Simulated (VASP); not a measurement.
A run of VASP 6.6.1 is set up as follows.

INCAR

```
ALGO = Normal
EDIFF = 1E-7
ENCUT = 520
GGA = PE
ISIF = 2
ISMEAR = -1
LASPH = True
LCHARG = False
LREAL = False
LWAVE = False
NBANDS = 11
NELM = 100
PREC = Accurate
SIGMA = 0.02
```

KPOINTS

```
k-points
0
Gamma
  14 14 14
```

The input POSCAR:

```
Ca
1.0
    0.0000000000      2.7625070612      2.7625070612
    2.7625070612      0.0000000000      2.7625070612
    2.7625070612      2.7625070612      0.0000000000
Ca
1
Direct
    0.0000000000      0.0000000000      0.0000000000
```

Potentials or basis: VASP PAW PBE potentials, release 64 (Ca_sv).

The run is started by

```bash
$ cat potpaw_PBE.64/Ca_sv/POTCAR > POTCAR
$ mpirun -np 1 vasp_std > vasp.out
```

**Question.** What does it give for the band gap on the k mesh?

**Answer.** Zero (band 5 reaches 2.11 eV, above the bottom of band 6 at 1.80 eV).

**Question.** What does it give for the pressure?

**Answer.** 0.0 GPa.
